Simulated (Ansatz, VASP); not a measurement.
**One calculation of B3As5, two programs**

```
B As
1.0
     4.90401    0.00000    0.00000
     0.00000    4.90401    0.00000
     0.00000    0.00000    5.03618
B As
3 5
Direct
  0.50000 0.50000 0.50000
  0.00000 0.00000 0.50000
  0.50000 0.50000 0.00000
  0.00000 0.50000 0.50000
  0.50000 0.00000 0.50000
  0.00000 0.00000 0.00000
  0.00000 0.50000 0.00000
  0.50000 0.00000 0.00000
```

Alike in both runs: functional PBE; k mesh 3 × 3 × 3; occupations gaussian, width 0.2 eV; no spin polarisation.

Ansatz relaxed the structure, and its values are those at the end. VASP's run is a single point on that final structure, the one shown.

|  | VASP | Ansatz |
| --- | --- | --- |
| version | VASP 6.6.1 | Ansatz 0.2.0 |
| potentials or method | VASP PAW PBE potentials, release 64 (B, As), cutoff 500 eV | scalar-relativistic, plane waves, PAW |
| valence electrons in the cell | 34 | 84 |

VASP gave:

| Property | Result |
| --- | --- |
| gap on the k mesh at the Fermi level (eV) | none |
| pressure (GPa) | 0.1 |

Q: Estimate Ansatz's values.

A: gap on the k mesh at the Fermi level (eV): none; pressure (GPa): -0.2.

A gap of «none» marks a metal or a gap that the smearing closes. VASP's potentials hold 34 valence electrons a cell and Ansatz's 84, so a difference there can come from the potentials and not from the codes.

The k mesh is coarse, so the values compare programs but aren't converged.
